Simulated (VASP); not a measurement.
# Sc (P6_3/mmc) in VASP: further runs

Sc is run at these levels: PBEsol; tasks: single point.

Everything below comes from runs of VASP 6.6.1. Logs are shortened: lines on timing, memory, paths and dates and some standing lists are left out, and cuts for length are marked.

### 1 The cell of the first run

The structure is hexagonal, space group P6_3/mmc (No. 194). The conventional cell has a = 3.309 Å, b = 3.309 Å, c = 5.273 Å, α = 90.00°, β = 90.00°, γ = 120.00°. Sc (site symmetry -6m2) has 12 Sc at 3.26 to 3.31 Å within 4.3 Å.

### 2 Single point, PBEsol

INCAR

```
SYSTEM = Sc
ALGO = Normal
EDIFF = 1E-6
ENCUT = 520
GGA = PS
ISIF = 2
ISMEAR = -1
LASPH = .True.
LCHARG = .True.
LELF = .True.
LREAL = .False.
LVHAR = .True.
LWAVE = .False.
NBANDS = 18
NELM = 60
PREC = Accurate
SIGMA = 0.05
```

KPOINTS

```
k-points
0
Gamma
  9 9 5
  0 0 0
```

POSCAR

```
Sc
1.0
    3.3090000000      0.0000000000      0.0000000000
   -1.6545000000      2.8656780611      0.0000000000
    0.0000000000      0.0000000000      5.2733000000
Sc
2
Direct
    0.6666666667      0.3333333333      0.7500000000
    0.3333333333      0.6666666667      0.2500000000
```

Potentials or basis: VASP PAW PBE potentials, release 64 (Sc_sv).

Command:

```
> cat potpaw_PBE.64/Sc_sv/POTCAR > POTCAR
> mpirun -np 1 vasp_std > vasp.out
```

OUTCAR:

```text
SYSTEM = Sc
   EDIFF = 1E-6
   ENCUT = 520
   GGA = PS
   ISIF = 2
   ISMEAR = -1
   LASPH = .True.
   LREAL = .False.
   NELM = 60
   PREC = Accurate

 ion  position               nearest neighbor table
   1  0.667  0.333  0.750-   2 3.26   2 3.26   2 3.26   2 3.26   2 3.26   2 3.26
   2  0.333  0.667  0.250-   1 3.26   1 3.26   1 3.26   1 3.26   1 3.26   1 3.26

  LATTYP: Found a hexagonal cell.
 ALAT       =     3.3090000000
 C/A-ratio  =     1.5936234512

  Lattice vectors:

 A1 = (   3.3090000000,   0.0000000000,   0.0000000000)
 A2 = (  -1.6545000000,   2.8656780611,   0.0000000000)
 A3 = (   0.0000000000,   0.0000000000,   5.2733000000)

Analysis of symmetry for initial positions (statically):
=====================================================================
 Subroutine PRICEL returns:
 Original cell was already a primitive cell.

 Routine SETGRP: Setting up the symmetry group for a
 hexagonal supercell.

 Subroutine GETGRP returns: Found 24 space group operations
 (whereof 12 operations were pure point group operations)
 out of a pool of 24 trial point group operations.

The static configuration has the point symmetry D_3d.
 The point group associated with its full space group is D_6h.

Analysis of symmetry for dynamics (positions and initial velocities):
=====================================================================
 Subroutine PRICEL returns:
 Original cell was already a primitive cell.

 Routine SETGRP: Setting up the symmetry group for a
 hexagonal supercell.

 Subroutine GETGRP returns: Found 24 space group operations
 (whereof 12 operations were pure point group operations)
 out of a pool of 24 trial point group operations.

The dynamic configuration has the point symmetry D_3d.
 The point group associated with its full space group is D_6h.

 Subroutine INISYM returns: Found 24 space group operations
 (whereof 12 operations are pure point group operations),
 and found     1 'primitive' translations

----------------------------------------------------------------------------------------

                                     Primitive cell

  volume of cell :      50.0042

  direct lattice vectors                    reciprocal lattice vectors
     3.309000000  0.000000000  0.000000000     0.302206105  0.174478776  0.000000000
    -1.654500000  2.865678061  0.000000000     0.000000000  0.348957552  0.000000000
     0.000000000  0.000000000  5.273300000     0.000000000  0.000000000  0.189634574

  length of vectors
     3.309000000  3.309000000  5.273300000     0.348957552  0.348957552  0.189634574

  position of ions in fractional coordinates (direct lattice)
     0.666666667  0.333333333  0.750000000
     0.333333333  0.666666667  0.250000000

  ion indices of the primitive-cell ions
   primitive index   ion index
                 1           1
                 2           2

----------------------------------------------------------------------------------------

 KPOINTS: k-points

Automatic generation of k-mesh.
 Grid dimensions read from file:
 generate k-points for:    9    9    5

 Generating k-lattice:

  Cartesian coordinates                     Fractional coordinates (reciprocal lattice)
     0.033578456  0.019386531  0.000000000     0.111111111 -0.000000000  0.000000000
     0.000000000  0.038773061  0.000000000     0.000000000  0.111111111  0.000000000
     0.000000000  0.000000000  0.037926915     0.000000000  0.000000000  0.200000000

  Length of vectors
     0.038773061  0.038773061  0.037926915

  Shift w.r.t. Gamma in fractional coordinates (k-lattice)
     0.000000000  0.000000000  0.000000000

 Subroutine IBZKPT returns following result:
 ===========================================

 Found     36 irreducible k-points:

 Following reciprocal coordinates:
            Coordinates               Weight
  0.000000  0.000000  0.000000      1.000000
  0.111111 -0.000000  0.000000      6.000000
  0.222222  0.000000  0.000000      6.000000
  0.333333  0.000000  0.000000      6.000000
  0.444444  0.000000  0.000000      6.000000
  0.111111  0.111111  0.000000      6.000000
[... 16 lines left out ...]
  0.333333  0.222222  0.200000     24.000000
  0.333333  0.333333  0.200000      4.000000
 [... further k-points ...]
   k-points           NKPTS =     36   k-points in BZ     NKDIM =     36   number of bands    NBANDS=     18
   number of dos      NEDOS =    301   number of ions     NIONS =      2
   total plane-waves  NPLWV =  31360
   dimension x,y,z NGX =    28 NGY =   28 NGZ =   40
   dimension x,y,z NGXF=    56 NGYF=   56 NGZF=   80
   ions per type =               2
   NGX,Y,Z   is equivalent  to a cutoff of  14.07, 14.07, 12.61 a.u.
   NGXF,Y,Z  is equivalent  to a cutoff of  28.13, 28.13, 25.22 a.u.
 SYSTEM =  Sc
   PREC   = accura    normal or accurate (medium, high low for compatibility)
   ISTART =      0    job   : 0-new  1-cont  2-samecut
   ICHARG =      2    charge: 1-file 2-atom 10-const
   ISPIN  =      1    spin polarized calculation?
   LNONCOLLINEAR =      F non collinear calculations
   LSORBIT =      F    spin-orbit coupling
   LASPH  =      T    aspherical Exc in radial PAW
   ENCUT  =  520.0 eV  38.22 Ry    6.18 a.u.   6.15  6.15  9.80*2*pi/ulx,y,z
   NELM   =     60;   NELMIN=  2; NELMDL= -5     # of ELM steps
   EDIFF  = 0.1E-05   stopping-criterion for ELM
   LREAL  =      F    real-space projection
   EDIFFG = 0.1E-04   stopping-criterion for IOM
   NSW    =      0    number of steps for IOM
   IBRION =     -1    ionic relax: 0-MD 1-quasi-New 2-CG
   NFREE  =      0    steps in history (QN), initial steepest desc. (CG)
   ISIF   =      2    stress and relaxation
   ISYM   =      2    0-nonsym 1-usesym 2-fastsym
   POTIM  = 0.5000    time-step for ionic-motion
   TEBEG  =    0.0;   TEEND  =   0.0 temperature during run
   PSTRESS=    0.0 pullay stress
   NELECT =      22.0000    total number of electrons
   NUPDOWN=      -1.0000    fix difference up-down
   EMIN   =  10.00;   EMAX   =-10.00  energy-range for DOS
   EFERMI =   0.00;   METHOD = LEGACY
   ISMEAR =    -1;   SIGMA  =   0.05  broadening in eV -4-tet -1-fermi 0-gaus
   EFERMI_NEDOS =   21; number of points for ismear=-14 and -15
   IALGO  =     38    algorithm
   IMIX   =      4    mixing-type and parameters
     AMIX     =   0.40;   BMIX     =  1.00
     AMIX_MAG =   1.60;   BMIX_MAG =  1.00
  volume/ion in A,a.u.               =      25.00       168.72
  Fermi-wavevector in a.u.,A,eV,Ry     =   1.245127  2.352948 21.093660  1.550340
  Thomas-Fermi vector in A             =   2.379363
   LORBIT       =      0    0 simple, 1 ext, 2 COOP (PROOUT), +10 PAW based schemes
   GGA     = PS    functional components
   LHFCALC =     F    Hartree Fock is set to
   AEXX    =    0.0000 exact exchange contribution
   IVDW    =     0    specifies the selected vdW correction
   LEPSILON=     F    determine dielectric tensor
   LRPA    =     F    only Hartree local field effects (RPA)
 non-spin polarized calculation
  energy-cutoff  :      520.00
  volume of cell :       50.00
 maximum number of plane-waves:      1387
 NGX is ok and might be reduce to    28
   NGX = 13   NGY = 13   NGZ = 19

 number of electron      22.0000000 magnetization

 Free energy of the ion-electron system (eV)
  ---------------------------------------------------
  ext. energy  EPLUGINS =         0.00000000
  ---------------------------------------------------
  free energy    TOTEN  =       -13.19935181 eV

  energy without entropy =      -13.16329859  energy(sigma->0) =      -13.18132520

 E-fermi :   3.4946     XC(G=0):  -9.9325

 val. band max:        3.4834348244   @ k =   0.3333   0.1111   0.4000
 cond. band min:       3.4973336043   @ k =   0.4444   0.1111   0.4000
 fundamental gap:      0.0138987799
 Fermi energy:         3.4945553364

 k-point     1 :       0.0000    0.0000    0.0000
  band No.  band energies     occupation
      1     -45.7533      2.00000
      2     -45.6908      2.00000
      3     -24.6507      2.00000
      4     -24.3235      2.00000
      5     -24.3235      2.00000
      6     -24.2662      2.00000
[... 10 lines left out ...]
     17       5.8521      0.00000
     18       5.8521      0.00000

 k-point     2 :       0.1111   -0.0000    0.0000
  band No.  band energies     occupation
      1     -45.7477      2.00000
      2     -45.6885      2.00000
      3     -24.6354      2.00000
      4     -24.3548      2.00000
      5     -24.3338      2.00000
      6     -24.2986      2.00000
[... 10 lines left out ...]
     17       5.6639      0.00000
     18       5.6986      0.00000

 k-point     3 :       0.2222    0.0000    0.0000
  band No.  band energies     occupation
      1     -45.7329      2.00000
      2     -45.6832      2.00000
      3     -24.5936      2.00000
      4     -24.4347      2.00000
      5     -24.3786      2.00000
      6     -24.3588      2.00000
[... 10 lines left out ...]
     17       5.9201      0.00000
     18       6.1412      0.00000

 k-point     4 :       0.3333    0.0000    0.0000
  band No.  band energies     occupation
      1     -45.7146      2.00000
      2     -45.6787      2.00000
      3     -24.5365      2.00000
      4     -24.5268      2.00000
      5     -24.4659      2.00000
      6     -24.3861      2.00000
[... 375 lines left out ...]
      4     -24.5275      2.00000
      5     -24.4346      2.00000
      6     -24.4199      2.00000
[... 10 lines left out ...]
     17       6.8807      0.00000
     18       7.1603      0.00000

 k-point    23 :       0.3333    0.2222    0.2000
  band No.  band energies     occupation
      1     -45.6915      2.00000
      2     -45.6801      2.00000
      3     -24.5698      2.00000
      4     -24.5346      2.00000
      5     -24.4716      2.00000
      6     -24.4078      2.00000
[... 10 lines left out ...]
     17       6.8904      0.00000
     18       7.3358      0.00000

 k-point    24 :       0.3333    0.3333    0.2000
  band No.  band energies     occupation
      1     -45.6839      2.00000
      2     -45.6839      2.00000
      3     -24.5310      2.00000
      4     -24.5238      2.00000
      5     -24.5238      2.00000
      6     -24.4288      2.00000
[... 10 lines left out ...]
     17       7.0433      0.00000
     18       7.0433      0.00000

 [... further k-points ...]
[... 5 lines left out ...]
  --------------------------------------------------------------------------------------
  -------------------------------------------------------------------------------------
  Total       -0.7181716     -0.7181716     -1.2058038      0.0000000      0.0000000      0.0000000
  in kB      -23.0108226    -23.0108226    -38.6349701      0.0000000      0.0000000      0.0000000
  external PRESSURE =     -28.2188718 kB  Pullay stress =       0.0000000 kB

 VOLUME and BASIS-vectors are now :
 -----------------------------------------------------------------------------
  energy-cutoff  :      520.00
  volume of cell :       50.00
      direct lattice vectors                 reciprocal lattice vectors
     3.309000000  0.000000000  0.000000000     0.302206105  0.174478776  0.000000000
    -1.654500000  2.865678061  0.000000000     0.000000000  0.348957552  0.000000000
     0.000000000  0.000000000  5.273300000     0.000000000  0.000000000  0.189634574

 POSITION                                       TOTAL-FORCE (eV/Angst)
 -----------------------------------------------------------------------------------
      1.65450      0.95523      3.95498         0.000000      0.000000      0.000000
     -0.00000      1.91045      1.31832        -0.000000     -0.000000      0.000000
 -----------------------------------------------------------------------------------
    total drift:                               -0.000000      0.000000     -0.000000

  FREE ENERGIE OF THE ION-ELECTRON SYSTEM (eV)
  ---------------------------------------------------
  free  energy   TOTEN  =       -13.1993518119 eV

  energy  without entropy=      -13.1632985909  energy(sigma->0) =      -13.18132520
```

It took 85 s on 1 thread of AMD EPYC 7R13, shared host; peak memory 0.16 GiB.

Results:

```
Free energy            : -13.1994 eV
Pressure               : -2.8 GPa
Band gap on the k mesh : zero (band 11 reaches 4.16 eV, above the bottom of band 12 at 3.05 eV)
```

Levels at points of the mesh, in eV from the Fermi level:
```
           k point  band 9  band 10  band 11  band 12  band 13  band 14
(0.00, 0.00, 0.00)   -5.11    -1.67     0.43     1.59     1.59     1.70
```

Caveat: the PAW data sets were made with another functional, which shifts forces and pressure a little.

### 3 Single point, PBEsol (volume scaled by 1.02)

INCAR

```
SYSTEM = Sc
  ALGO = Normal
  EDIFF = 1E-6
  ENCUT = 520
  GGA = PS
  ISIF = 2
  ISMEAR = -1
  LASPH = .True.
  LCHARG = .False.
  LREAL = .False.
  LWAVE = .False.
  NBANDS = 18
  NELM = 60
  PREC = Accurate
  SIGMA = 0.05
```

KPOINTS is that of step 2.

POSCAR

```
Sc
1.0
    3.3309145459      0.0000000000      0.0000000000
   -1.6654572730      2.8846566146      0.0000000000
    0.0000000000      0.0000000000      5.3082235343
Sc
2
Direct
    0.6666666667      0.3333333333      0.7500000000
    0.3333333333      0.6666666667      0.2500000000
```

Potentials or basis: VASP PAW PBE potentials, release 64 (Sc_sv).

Command:

```
> cat potpaw_PBE.64/Sc_sv/POTCAR > POTCAR
> mpirun -np 1 vasp_std > vasp.out
```

Wall time 76 s (1 thread of AMD EPYC 7R13, shared host); peak memory 0.15 GiB.

The run converged. Its results:

```
Free energy            : -13.1794 eV
Pressure               : -3.7 GPa
Band gap on the k mesh : zero (band 11 reaches 4.04 eV, above the bottom of band 12 at 2.96 eV)
```

Stress tensor (GPa, compression positive):
```
-3.24  0.00  0.00
 0.00 -3.24  0.00
 0.00  0.00 -4.72
```

Levels at points of the mesh, in eV from the Fermi level:
| k point | band 8 | band 9 | band 10 | band 11 | band 12 | band 13 | band 14 | band 15 |
| --- | --- | --- | --- | --- | --- | --- | --- | --- |
| (0.00, 0.00, 0.00) | -27.81 | -5.07 | -1.65 | 0.39 | 1.56 | 1.56 | 1.67 | 1.96 |

Caveat: the PAW data sets were made with another functional, which shifts forces and pressure a little.

### 4 Single point, PBEsol (volume scaled by 1.04)

INCAR

```
SYSTEM = Sc
  PREC = Accurate
  ENCUT = 520
  EDIFF = 1E-6
  ISMEAR = -1
  SIGMA = 0.05
  LREAL = .FALSE.
  LASPH = .TRUE.
  NELM = 80
  ALGO = Normal
  ISIF = 2
  LWAVE = .FALSE.
  LCHARG = .FALSE.
  GGA = PS
  NBANDS = 18
```

KPOINTS

```
Automatic mesh
0
G
  9 9 5
  0 0 0
```

POSCAR

```
Sc
1.0
    3.3525444672      0.0000000000      0.0000000000
   -1.6762722336      2.9033886759      0.0000000000
    0.0000000000      0.0000000000      5.3426934842
Sc
2
Direct
    0.6666666667      0.3333333333      0.7500000000
    0.3333333333      0.6666666667      0.2500000000
```

Command:

```
> cat potpaw_PBE.64/Sc_sv/POTCAR > POTCAR
> mpirun -np 1 vasp_std > vasp.out
```

It took 74 s on 1 thread of AMD EPYC 7R13, shared host; peak memory 0.16 GiB.

It converged, with:

| Quantity | Value |
| --- | --- |
| Free energy | -13.1539 eV |
| Pressure | -4.6 GPa |
| Band gap on the k mesh | zero (band 11 reaches 3.92 eV, above the bottom of band 12 at 2.88 eV) |

Stress tensor (GPa, compression positive):
```
-4.10  0.00  0.00
 0.00 -4.10  0.00
 0.00  0.00 -5.51
```

Levels at points of the mesh, in eV from the Fermi level:
| k point | band 9 | band 10 | band 11 | band 12 | band 13 | band 14 |
| --- | --- | --- | --- | --- | --- | --- |
| (0.00, 0.00, 0.00) | -5.03 | -1.62 | 0.36 | 1.54 | 1.54 | 1.64 |

Caveat: the PAW data sets were made with another functional, which shifts forces and pressure a little.

(Continued in part 2 of 2.)
